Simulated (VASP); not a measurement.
# TiC (I4mm) in VASP: a series of runs, part 2 of 2

VASP 6.6.1. Earlier steps stand in the parts before.

## 4. Single point, PBE

Input file INCAR:

```
ALGO     = Normal         # electronic algorithm
EDIFF    = 1E-7           # SCF threshold, eV
ENCUT    = 520            # plane-wave cutoff, eV
GGA      = PE             # functional
ISIF     = 2              # what is computed and relaxed
ISMEAR   = 0              # smearing method
LASPH    = True           # aspherical terms in the spheres
LCHARG   = False          # write CHGCAR
LREAL    = False          # projectors in reciprocal space
LWAVE    = False          # write WAVECAR
NBANDS   = 15             # bands
NELM     = 60             # most SCF steps
PREC     = Accurate       # precision mode
SIGMA    = 0.15           # smearing width, eV
```

Input file KPOINTS:

```
k-points
0
Gamma
  18 18 18
```

Input file POSCAR:

```
TiC
1.0
    0.0000000000      2.1640000000      2.1640000000
    2.1640000000      0.0000000000      2.1640000000
    2.1640000000      2.1640000000      0.0000000000
Ti C
1 1
Direct
   -0.0404343808     -0.0404343808      0.0404343808
    0.5000000000      0.5000000000      0.5000000000
```

Potentials or basis: VASP PAW PBE potentials, release 64 (Ti_sv, C).

Run with:

```console
> cat potpaw_PBE.64/Ti_sv/POTCAR potpaw_PBE.64/C/POTCAR > POTCAR
> mpirun -np 1 vasp_std > vasp.out
```

OUTCAR:

```text
EDIFF = 1E-7
   ENCUT = 520
   GGA = PE
   ISIF = 2
   ISMEAR = 0
   LASPH = True
   LREAL = False
   NELM = 60
   PREC = Accurate

 ion  position               nearest neighbor table
   1  0.960  0.960  0.040-   2 1.99   2 2.17   2 2.17   2 2.17   2 2.17   2 2.34
   2  0.500  0.500  0.500-   1 1.99   1 2.17   1 2.17   1 2.17   1 2.17   1 2.34

  LATTYP: Found a face centered cubic cell.
 ALAT       =     4.3280000000

  Lattice vectors:

 A1 = (   0.0000000000,   2.1640000000,   2.1640000000)
 A2 = (   2.1640000000,   0.0000000000,   2.1640000000)
 A3 = (   2.1640000000,   2.1640000000,   0.0000000000)

Analysis of symmetry for initial positions (statically):
=====================================================================
 Subroutine PRICEL returns:
 Original cell was already a primitive cell.

 Routine SETGRP: Setting up the symmetry group for a
 face centered cubic supercell.

 Subroutine GETGRP returns: Found  8 space group operations
 (whereof  8 operations were pure point group operations)
 out of a pool of 48 trial point group operations.

The static configuration has the point symmetry C_4v.

Analysis of symmetry for dynamics (positions and initial velocities):
=====================================================================
 Subroutine PRICEL returns:
 Original cell was already a primitive cell.

 Routine SETGRP: Setting up the symmetry group for a
 face centered cubic supercell.

 Subroutine GETGRP returns: Found  8 space group operations
 (whereof  8 operations were pure point group operations)
 out of a pool of 48 trial point group operations.

The dynamic configuration has the point symmetry C_4v.

 Subroutine INISYM returns: Found  8 space group operations
 (whereof  8 operations are pure point group operations),
 and found     1 'primitive' translations

----------------------------------------------------------------------------------------

                                     Primitive cell

  volume of cell :      20.2676

  direct lattice vectors                    reciprocal lattice vectors
     0.000000000  2.164000000  2.164000000    -0.231053604  0.231053604  0.231053604
[... 119 lines left out ...]
  energy-cutoff  :      520.00
  volume of cell :       20.27
 maximum number of plane-waves:       568
   NGX = 11   NGY = 11   NGZ = 11

 number of electron      16.0000000 magnetization

 Free energy of the ion-electron system (eV)
  ---------------------------------------------------
  ext. energy  EPLUGINS =         0.00000000
  ---------------------------------------------------
  free energy    TOTEN  =       -18.56849387 eV

  energy without entropy =      -18.56673033  energy(sigma->0) =      -18.56761210

 E-fermi :   9.5010     XC(G=0): -12.6938

 val. band max:        9.4651567247   @ k =   0.0000   0.0000   0.0000
 cond. band min:       9.5054233898   @ k =   0.5000   0.4444   0.0000
 fundamental gap:      0.0402666651
 Fermi energy:         9.5009639901

 k-point     1 :       0.0000    0.0000    0.0000
  band No.  band energies     occupation
      1     -47.1338      2.00000
      2     -23.1649      2.00000
      3     -23.1649      2.00000
      4     -23.1570      2.00000
      5      -2.9388      2.00000
      6       9.4652      1.26433
      7       9.4652      1.26433
      8       9.7290      0.03157
      9      10.1376      0.00000
     10      11.1639      0.00000
     11      11.8832      0.00000
     12      11.8832      0.00000
     13      12.8028      0.00000
     14      19.8211      0.00000
[... 401 lines left out ...]
      2     -23.5862      2.00000
      3     -23.2136      2.00000
      4     -23.2075      2.00000
      5      -0.3735      2.00000
      6       4.7229      2.00000
      7       6.7867      2.00000
      8       7.0740      2.00000
      9      11.6956      0.00000
     10      12.0815      0.00000
     11      13.0044      0.00000
     12      16.4967      0.00000
     13      16.9358      0.00000
     14      19.3640      0.00000
     15      24.9730      0.00000

 [... further k-points ...]

------------------------ aborting loop because EDIFF is reached ----------------------------------------

  FORCE on cell =-STRESS in cart. coord.  units (eV):
  Direction    XX          YY          ZZ          XY          YZ          ZX
  --------------------------------------------------------------------------------------
  -------------------------------------------------------------------------------------
  Total        0.2052730      0.2052730      1.4085643      0.0000000      0.0000000      0.0000000
  in kB       16.2270893     16.2270893    111.3487911      0.0000000      0.0000000      0.0000000
  external PRESSURE =      47.9343232 kB  Pullay stress =       0.0000000 kB

 VOLUME and BASIS-vectors are now :
 -----------------------------------------------------------------------------
  energy-cutoff  :      520.00
  volume of cell :       20.27
      direct lattice vectors                 reciprocal lattice vectors
     0.000000000  2.164000000  2.164000000    -0.231053604  0.231053604  0.231053604
     2.164000000  0.000000000  2.164000000     0.231053604 -0.231053604  0.231053604
     2.164000000  2.164000000  0.000000000     0.231053604  0.231053604 -0.231053604

 POSITION                                       TOTAL-FORCE (eV/Angst)
 -----------------------------------------------------------------------------------
      2.16400      2.16400      4.15300         0.000000      0.000000      1.676982
      2.16400      2.16400      2.16400         0.000000      0.000000     -1.676982
 -----------------------------------------------------------------------------------
    total drift:                               -0.000000     -0.000000     -0.000079

  FREE ENERGIE OF THE ION-ELECTRON SYSTEM (eV)
  ---------------------------------------------------
  free  energy   TOTEN  =       -18.5684938740 eV

  energy  without entropy=      -18.5667303292  energy(sigma->0) =      -18.56761210
```

Run time: 2.9 min. Hardware: 1 thread of Intel Xeon 8259CL, shared host; peak memory 0.26 GiB.

Results:

* Free energy: -18.5685 eV
* Pressure: 4.8 GPa
* Largest force: 1.677 eV/Å
* Band gap on the k mesh: zero (bands 8 and 9 overlap by 1.14 eV)

Forces in eV/Å, atoms in the order of the input:
```
Ti   0.000  0.000  1.677
C    0.000  0.000 -1.677
```

Levels at points of the mesh, in eV from the Fermi level:
| k point | band 5 | band 6 | band 7 | band 8 | band 9 | band 10 | band 11 | band 12 |
| --- | --- | --- | --- | --- | --- | --- | --- | --- |
| (0.00, 0.00, 0.00) | -12.44 | -0.04 | -0.04 | 0.23 | 0.64 | 1.66 | 2.38 | 2.38 |
| (0.50, 0.00, 0.00) | -9.00 | -5.88 | -2.94 | -2.90 | 2.81 | 2.88 | 4.06 | 7.07 |
| (0.50, 0.50, 0.00) | -10.15 | -3.37 | -1.69 | -0.09 | -0.09 | 2.67 | 3.46 | 3.46 |
| (0.00, 0.50, 0.50) | -10.14 | -3.50 | -2.29 | -0.28 | 0.63 | 2.99 | 3.45 | 3.46 |

Caveat: the cell differs from its parent crystal (all Ti atoms moved +0.175 Å, as atom 1 towards its neighbour atom 2 (C) at 2.164 Å); the stress differs along the axes, from 2 to 11 GPa; forces of over 1 eV/Å act on the atoms, so gaps and moduli don't describe the material at rest.

## 5. Single point, PBE

Input file INCAR:

```
PREC = Accurate ; ENCUT = 520
EDIFF = 1E-7 ; ISMEAR = 0
SIGMA = 0.15 ; LREAL = False
LASPH = True ; NELM = 80
ALGO = Normal ; ISIF = 2
LWAVE = False ; LCHARG = False
GGA = PE ; NBANDS = 15
```

Input file KPOINTS:

```
Automatic mesh
0
Gamma
  18 18 18
```

Changes to POSCAR since step 4:

```diff
@@ -8,3 +8,3 @@
 Direct
-   -0.0404343808     -0.0404343808      0.0404343808
+   -0.0288817006     -0.0288817006      0.0288817006
     0.5000000000      0.5000000000      0.5000000000
```

Run with:

```console
> cat potpaw_PBE.64/Ti_sv/POTCAR potpaw_PBE.64/C/POTCAR > POTCAR
> mpirun -np 1 vasp_std > vasp.out
```

It took 3.2 min on 1 thread of Intel Xeon 8259CL, shared host; peak memory 0.27 GiB.

Results (log left out):

| Property | Result |
| --- | --- |
| Free energy | -18.6385 eV |
| Pressure | 2.9 GPa |
| Largest force | 1.144 eV/Å |
| Band gap on the k mesh | zero (bands 8 and 9 overlap by 1.17 eV) |

Forces on the atoms (eV/Å):
```
Ti   0.000  0.000  1.144
C    0.000  0.000 -1.144
```

Stress tensor (GPa, compression positive):
```
1.44 0.00 0.00
0.00 1.44 0.00
0.00 0.00 5.95
```

Levels at points of the mesh, in eV from the Fermi level:
| k point | band 6 | band 7 | band 8 | band 9 | band 10 | band 11 |
| --- | --- | --- | --- | --- | --- | --- |
| (0.00, 0.00, 0.00) | 0.22 | 0.22 | 0.61 | 0.64 | 1.66 | 2.08 |
| (0.50, 0.00, 0.00) | -5.89 | -2.95 | -2.92 | 2.84 | 2.88 | 4.06 |
| (0.50, 0.50, 0.00) | -3.43 | -1.69 | -0.09 | -0.09 | 2.66 | 3.47 |
| (0.00, 0.50, 0.50) | -3.50 | -2.04 | -0.19 | 0.33 | 2.83 | 3.46 |

Caveat: the cell differs from its parent crystal (all Ti atoms moved +0.125 Å, as atom 1 towards its neighbour atom 2 (C) at 2.164 Å); forces of over 1 eV/Å act on the atoms, so gaps and moduli don't describe the material at rest.

## 6. Overview

| cell | gap on the mesh (eV) | pressure (GPa) | largest force (eV/Å) |
| --- | --- | --- | --- |
| as given, atomic positions A | none | 6.0 | 1.99 |
| as given, atomic positions B | none | 3.8 | 1.40 |
| as given, atomic positions C | none | 4.8 | 1.68 |
| as given, atomic positions D | none | 2.9 | 1.14 |

Alike in all rows: task single point; level PBE; potentials or basis VASP PAW PBE potentials, release 64 (Ti_sv, C); no spin polarisation; k mesh 18 × 18 × 18; cutoff (eV) 520; smearing gaussian 0.15 eV.

Caveats: forces of over 1 eV/Å act on the atoms, so gaps and moduli don't describe the material at rest; the stress differs along the axes, from 2 to 15 GPa (at least some runs); the stress differs along the axes, from 2 to 8 GPa (at least some runs); the stress differs along the axes, from 2 to 11 GPa (at least some runs).

Total energies depend on the potentials used, so only differences within one code and one set of settings carry meaning.

The gap in the log of VASP goes by the Fermi energy; the results here count the filled bands.